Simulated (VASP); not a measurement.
Input of a VASP 6.6.1 run:

The input INCAR:

```
SYSTEM = TaIn
  PREC = Accurate
  ENCUT = 520
  EDIFF = 1E-6
  ISMEAR = 0
  SIGMA = 0.1
  LREAL = .FALSE.
  LASPH = .TRUE.
  NELM = 60
  ALGO = Normal
  ISIF = 2
  LWAVE = .FALSE.
  LCHARG = .TRUE.
  GGA = PE
  LELF = .TRUE.
  LVHAR = .TRUE.
  NBANDS = 19
```

Contents of KPOINTS:

```
regular mesh
0
G
  6 6 6
  0 0 0
```

Contents of POSCAR:

```
TaIn
1.0
    0.0000000000      2.8108263244      2.8108263244
    2.8108263244      0.0000000000      2.8108263244
    2.8108263244      2.8108263244      0.0000000000
Ta In
1 1
Direct
    0.5000000000      0.5000000000      0.5000000000
    0.0000000000      0.0000000000      0.0000000000
```

Potentials or basis: VASP PAW PBE potentials, release 64 (Ta_pv, In_d).

The run is started by

```sh
$ cat potpaw_PBE.64/Ta_pv/POTCAR potpaw_PBE.64/In_d/POTCAR > POTCAR
$ mpirun -np 1 vasp_std > vasp.out
```

Estimate the pressure.

-0.1 GPa.

What does it give for the band gap on the k mesh?

Zero (band 12 reaches 8.05 eV, above the bottom of band 13 at 6.53 eV).

Caveat: spin-orbit coupling is left out, which moves the levels of the heavy elements.
